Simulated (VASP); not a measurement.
# InAs (zinc blende) (F-43m) in VASP: a series of runs, part 2 of 2

VASP 6.6.1.

## (3) Single point, LDA (volume scaled by 0.9)

The input, INCAR:

```
ALGO = Normal
EDIFF = 1E-6
ENCUT = 500
GGA = CA
GGA_COMPAT = F
ISIF = 2
ISMEAR = 0
LASPH = T
LCHARG = F
LREAL = F
LWAVE = F
NBANDS = 16
NELM = 120
PREC = Accurate
SIGMA = 0.02
```

The input, KPOINTS:

```
k-points
0
Gamma
  12 12 12
```

The input, POSCAR:

```
InAs
1.0
    0.0000000000      2.9244673460      2.9244673460
    2.9244673460      0.0000000000      2.9244673460
    2.9244673460      2.9244673460      0.0000000000
In As
1 1
Direct
    0.0000000000      0.0000000000      0.0000000000
    0.2500000000      0.2500000000      0.2500000000
```

Potentials or basis: VASP PAW LDA potentials, release 64 (In_d, As).

Run with:

```console
$ cat potpaw_LDA.64/In_d/POTCAR potpaw_LDA.64/As/POTCAR > POTCAR
$ mpirun -np 1 vasp_std > vasp.out
```

OUTCAR:

```text
EDIFF = 1E-6
   ENCUT = 500
   GGA = CA
   ISIF = 2
   ISMEAR = 0
   LASPH = T
   LREAL = F
   NELM = 120
   PREC = Accurate

 ion  position               nearest neighbor table
   1  0.000  0.000  0.000-   2 2.53   2 2.53   2 2.53   2 2.53
   2  0.250  0.250  0.250-   1 2.53   1 2.53   1 2.53   1 2.53

  LATTYP: Found a face centered cubic cell.
 ALAT       =     5.8489346920

  Lattice vectors:

 A1 = (   0.0000000000,   2.9244673460,   2.9244673460)
 A2 = (   2.9244673460,   0.0000000000,   2.9244673460)
 A3 = (   2.9244673460,   2.9244673460,   0.0000000000)
[... 624 lines left out ...]
      4      -9.0067      2.00000
      5      -8.9983      2.00000
      6      -5.1834      2.00000
[... 8 lines left out ...]
     15      15.3667      0.00000
     16      15.7876      0.00000

 [... further k-points ...]
[... 5 lines left out ...]
  --------------------------------------------------------------------------------------
  -------------------------------------------------------------------------------------
  Total        2.1414016      2.1414016      2.1414016      0.0000000      0.0000000      0.0000000
  in kB       68.5864586     68.5864586     68.5864586      0.0000000      0.0000000      0.0000000
  external PRESSURE =      68.5864586 kB  Pullay stress =       0.0000000 kB

 VOLUME and BASIS-vectors are now :
 -----------------------------------------------------------------------------
  energy-cutoff  :      500.00
  volume of cell :       50.02
      direct lattice vectors                 reciprocal lattice vectors
     0.000000000  2.924467346  2.924467346    -0.170971305  0.170971305  0.170971305
     2.924467346  0.000000000  2.924467346     0.170971305 -0.170971305  0.170971305
     2.924467346  2.924467346  0.000000000     0.170971305  0.170971305 -0.170971305

 POSITION                                       TOTAL-FORCE (eV/Angst)
 -----------------------------------------------------------------------------------
      0.00000      0.00000      0.00000        -0.000000     -0.000000     -0.000000
      1.46223      1.46223      1.46223         0.000000      0.000000      0.000000
 -----------------------------------------------------------------------------------
    total drift:                                0.000000      0.000000      0.000000

  FREE ENERGIE OF THE ION-ELECTRON SYSTEM (eV)
  ---------------------------------------------------
  free  energy   TOTEN  =        -8.9337410837 eV

  energy  without entropy=       -8.9337410797  energy(sigma->0) =       -8.93374108
```

Wall time 57 s (1 thread of Intel Xeon Platinum 8259CL at 2.50GHz (Skylake/Cascade Lake), shared host); peak memory 0.18 GiB.

Results:

| Property | Result |
| --- | --- |
| Free energy | -8.9337 eV |
| Pressure | 6.9 GPa |
| Band gap on the k mesh | 0.12 eV, direct |

Caveat: spin-orbit coupling is left out, which moves the levels of the heavy elements.

## (4) Single point, LDA (volume scaled by 0.93)

The input, INCAR:

```
SYSTEM = InAs
PREC     = Accurate       ! precision mode
ENCUT    = 500            ! plane-wave cutoff, eV
EDIFF    = 1E-6           ! SCF threshold, eV
ISMEAR   = 0              ! smearing method
SIGMA    = 0.02           ! smearing width, eV
LREAL    = .FALSE.        ! projectors in reciprocal space
LASPH    = .TRUE.         ! aspherical terms in the spheres
NELM     = 120            ! most SCF steps
ALGO     = Normal         ! electronic algorithm
ISIF     = 2              ! what is computed and relaxed
LWAVE    = .FALSE.        ! write WAVECAR
LCHARG   = .TRUE.         ! write CHGCAR
GGA      = CA             ! functional
LELF     = .TRUE.         ! ELF
LVHAR    = .TRUE.       
NBANDS   = 16             ! bands
GGA_COMPAT= .FALSE.
```

The input, KPOINTS:

```
Automatic mesh
0
G
  12 12 12
  0 0 0
```

The input, POSCAR:

```
InAs
1.0
    0.0000000000      2.9566069232      2.9566069232
    2.9566069232      0.0000000000      2.9566069232
    2.9566069232      2.9566069232      0.0000000000
In As
1 1
Direct
    0.0000000000      0.0000000000      0.0000000000
    0.2500000000      0.2500000000      0.2500000000
```

Run with:

```console
$ cat potpaw_LDA.64/In_d/POTCAR potpaw_LDA.64/As/POTCAR > POTCAR
$ mpirun -np 1 vasp_std > vasp.out
```

It took 59 s on 1 thread of Intel Xeon Platinum 8259CL at 2.50GHz (Skylake/Cascade Lake), shared host; peak memory 0.19 GiB.

The run converged. Its results:

- Free energy: -8.9909 eV
- Pressure: 4.1 GPa
- Band gap on the k mesh: zero (filled and empty bands touch)

Levels at points of the mesh, in eV from the Fermi level:
```
           k point  band 5  band 6  band 7  band 8  band 9  band 10  band 11  band 12  band 13  band 14
(0.00, 0.00, 0.00)  -14.36  -12.38   -0.06   -0.01   -0.01    -0.01     3.84     3.84     3.84     7.52
(0.50, 0.00, 0.00)  -14.35  -10.67   -6.20   -1.11   -1.11     0.95     4.64     4.64     6.74     9.21
(0.50, 0.50, 0.00)  -14.34  -10.05   -6.23   -2.59   -2.59     1.30     1.95     9.44     9.60     9.60
```

Caveat: spin-orbit coupling is left out, which moves the levels of the heavy elements.

## (5) Single point, LDA (volume scaled by 0.96)

The input, INCAR:

```
SYSTEM = InAs
  PREC = Accurate
  ENCUT = 500
  EDIFF = 1E-6
  ISMEAR = 0
  SIGMA = 0.02
  LREAL = .False.
  LASPH = .True.
  NELM = 120
  ALGO = Normal
  ISIF = 2
  LWAVE = .False.
  LCHARG = .True.
  GGA = CA
  LELF = .True.
  LVHAR = .True.
  NBANDS = 16
  GGA_COMPAT = .False.
```

The input, KPOINTS:

```
Automatic mesh
0
Gamma
  12 12 12
  0 0 0
```

The input, POSCAR:

```
InAs
1.0
    0.0000000000      2.9880625493      2.9880625493
    2.9880625493      0.0000000000      2.9880625493
    2.9880625493      2.9880625493      0.0000000000
In As
1 1
Direct
    0.0000000000      0.0000000000      0.0000000000
    0.2500000000      0.2500000000      0.2500000000
```

Potentials or basis: VASP PAW LDA potentials, release 64 (In_d, As).

Run with:

```console
$ cat potpaw_LDA.64/In_d/POTCAR potpaw_LDA.64/As/POTCAR > POTCAR
$ mpirun -np 1 vasp_std > vasp.out
```

OUTCAR:

```text
SYSTEM = InAs
   PREC = Accurate
   ENCUT = 500
   EDIFF = 1E-6
   ISMEAR = 0
   LREAL = .False.
   LASPH = .True.
   NELM = 120
   ISIF = 2
   GGA = CA

 ion  position               nearest neighbor table
   1  0.000  0.000  0.000-   2 2.59   2 2.59   2 2.59   2 2.59
   2  0.250  0.250  0.250-   1 2.59   1 2.59   1 2.59   1 2.59

  LATTYP: Found a face centered cubic cell.
 ALAT       =     5.9761250986

  Lattice vectors:

 A1 = (   0.0000000000,   2.9880625493,   2.9880625493)
 A2 = (   2.9880625493,   0.0000000000,   2.9880625493)
 A3 = (   2.9880625493,   2.9880625493,   0.0000000000)

Analysis of symmetry for initial positions (statically):
=====================================================================
 Subroutine PRICEL returns:
 Original cell was already a primitive cell.

 Routine SETGRP: Setting up the symmetry group for a
 face centered cubic supercell.

 Subroutine GETGRP returns: Found 24 space group operations
 (whereof 24 operations were pure point group operations)
 out of a pool of 48 trial point group operations.

[... 156 lines left out ...]
  ext. energy  EPLUGINS =         0.00000000
  ---------------------------------------------------
  free energy    TOTEN  =        -9.02151742 eV

  energy without entropy =       -9.02149956  energy(sigma->0) =       -9.02150849

 E-fermi :   4.7143     XC(G=0):  -9.5644

 val. band max:        4.7082063626   @ k =   0.0000   0.0000   0.0000
 cond. band min:       5.5257150859   @ k =   0.0833   0.0000   0.0000
 fundamental gap:      0.8175087233
 Fermi energy:         4.7142976231

 k-point     1 :       0.0000    0.0000    0.0000
  band No.  band energies     occupation
      1      -9.7281      2.00000
      2      -9.7281      2.00000
      3      -9.7281      2.00000
      4      -9.5840      2.00000
      5      -9.5840      2.00000
      6      -7.4416      2.00000
[... 433 lines left out ...]
      3      -9.6778      2.00000
      4      -9.5837      2.00000
      5      -9.5772      2.00000
      6      -5.6855      2.00000
[... 8 lines left out ...]
     15      14.4603      0.00000
     16      14.8473      0.00000

 [... further k-points ...]
[... 5 lines left out ...]
  --------------------------------------------------------------------------------------
  -------------------------------------------------------------------------------------
  Total        0.5848711      0.5848711      0.5848711      0.0000000      0.0000000      0.0000000
  in kB       17.5619081     17.5619081     17.5619081      0.0000000      0.0000000      0.0000000
  external PRESSURE =      17.5619081 kB  Pullay stress =       0.0000000 kB

 VOLUME and BASIS-vectors are now :
 -----------------------------------------------------------------------------
  energy-cutoff  :      500.00
  volume of cell :       53.36
      direct lattice vectors                 reciprocal lattice vectors
     0.000000000  2.988062549  2.988062549    -0.167332508  0.167332508  0.167332508
     2.988062549  0.000000000  2.988062549     0.167332508 -0.167332508  0.167332508
     2.988062549  2.988062549  0.000000000     0.167332508  0.167332508 -0.167332508

 POSITION                                       TOTAL-FORCE (eV/Angst)
 -----------------------------------------------------------------------------------
      0.00000      0.00000      0.00000        -0.000000     -0.000000      0.000000
      1.49403      1.49403      1.49403         0.000000      0.000000     -0.000000
 -----------------------------------------------------------------------------------
    total drift:                               -0.000000     -0.000000     -0.000000

  FREE ENERGIE OF THE ION-ELECTRON SYSTEM (eV)
  ---------------------------------------------------
  free  energy   TOTEN  =        -9.0215174181 eV

  energy  without entropy=       -9.0214995636  energy(sigma->0) =       -9.02150849
```

Run time: 53 s. Hardware: 1 thread of Intel Xeon Platinum 8259CL at 2.50GHz (Skylake/Cascade Lake), shared host; peak memory 0.19 GiB.

What came out:

| Item | Value |
| --- | --- |
| Free energy | -9.0215 eV |
| Pressure | 1.8 GPa |
| Band gap on the k mesh | zero (filled and empty bands touch) |

Caveat: spin-orbit coupling is left out, which moves the levels of the heavy elements.

## (6) Single point, LDA (volume scaled by 0.99)

The input, INCAR:

```
PREC = Accurate
ENCUT = 500
EDIFF = 1E-6
ISMEAR = 0
SIGMA = 0.02
LREAL = F
LASPH = T
NELM = 120
ALGO = Normal
ISIF = 2
LWAVE = F
LCHARG = F
NBANDS = 16
GGA_COMPAT = F
```

The input, KPOINTS:

```
regular mesh
0
Gamma
  12 12 12
```

The input, POSCAR:

```
InAs
1.0
    0.0000000000      3.0188694895      3.0188694895
    3.0188694895      0.0000000000      3.0188694895
    3.0188694895      3.0188694895      0.0000000000
In As
1 1
Direct
    0.0000000000      0.0000000000      0.0000000000
    0.2500000000      0.2500000000      0.2500000000
```

Potentials or basis: VASP PAW LDA potentials, release 64 (In_d, As).

Run with:

```console
$ cat potpaw_LDA.64/In_d/POTCAR potpaw_LDA.64/As/POTCAR > POTCAR
$ mpirun -np 1 vasp_std > vasp.out
```

Wall time 44 s (1 thread of Intel Xeon Platinum 8259CL at 2.50GHz (Skylake/Cascade Lake), shared host); peak memory 0.19 GiB.

It converged, with:

| Property | Result |
| --- | --- |
| Free energy | -9.0298 eV |
| Pressure | -0.2 GPa |
| Band gap on the k mesh | zero (filled and empty bands touch) |

Levels at points of the mesh, in eV from the Fermi level:
```
           k point  band 5  band 6  band 7  band 8  band 9  band 10  band 11  band 12  band 13  band 14
(0.00, 0.00, 0.00)  -14.24  -11.95   -0.38   -0.01   -0.01    -0.01     3.82     3.82     3.82     7.29
(0.50, 0.00, 0.00)  -14.23  -10.45   -5.87   -1.01   -1.01     0.81     4.60     4.60     6.69     8.86
(0.50, 0.50, 0.00)  -14.22   -9.90   -5.94   -2.37   -2.37     1.41     1.95     9.02     9.16     9.16
```

Caveat: spin-orbit coupling is left out, which moves the levels of the heavy elements.

## (7) Summary

| cell | gap on the mesh (eV) | pressure (GPa) |
| --- | --- | --- |
| a = 4.089 Å, angles 60.0°, 2 atoms | 0.29 | 10.2 |
| a = 4.136 Å, angles 60.0°, 2 atoms | 0.12 | 6.9 |
| a = 4.181 Å, angles 60.0°, 2 atoms | none | 4.1 |
| a = 4.226 Å, angles 60.0°, 2 atoms | none | 1.8 |
| a = 4.269 Å, angles 60.0°, 2 atoms | none | -0.2 |

Alike in all rows: task single point; level LDA; potentials or basis VASP PAW LDA potentials, release 64 (In_d, As); no spin polarisation; k mesh 12 × 12 × 12; cutoff (eV) 500; smearing gaussian 0.02 eV.

Caveats: spin-orbit coupling is left out, which moves the levels of the heavy elements.

Absolute energies hang on the potentials; compare differences alone.
